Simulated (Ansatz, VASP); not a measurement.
MgO: VASP beside Ansatz

```xyz
2
Lattice="0.2679 2.2772 2.2772 2.2772 0.2679 2.2772 2.2772 2.2772 0.2679" Properties=species:S:1:pos:R:3 pbc="T T T"
Mg    0.0000    0.0000    0.0000
O     2.4111    2.4111    2.4111
```

Alike in both runs: task single point; functional PBE; k mesh 10 × 10 × 10; occupations gaussian, width 0.05 eV; no spin polarisation.

|  | VASP | Ansatz |
| --- | --- | --- |
| version | VASP 6.6.1 | Ansatz 0.2.0 |
| potentials or method | VASP PAW PBE potentials, release 64 (Mg_sv, O), cutoff 840 eV | scalar-relativistic, plane waves, PAW |
| valence electrons in the cell | 16 | 16 |

VASP gave:

- gap on the k mesh at the Fermi level (eV): 3.04
- least direct gap on the mesh (eV): 3.04
- pressure (GPa): -0.9
- traceless stress, the component that is largest in VASP (GPa): -21.07

Question: What did Ansatz give for the same quantities?

Answer: gap on the k mesh at the Fermi level (eV): 3.04; least direct gap on the mesh (eV): 3.04; pressure (GPa): -0.9; traceless stress, the component that is largest in VASP (GPa): -21.12.

With one functional, cell and mesh, what is left measures potentials, basis and numerics.
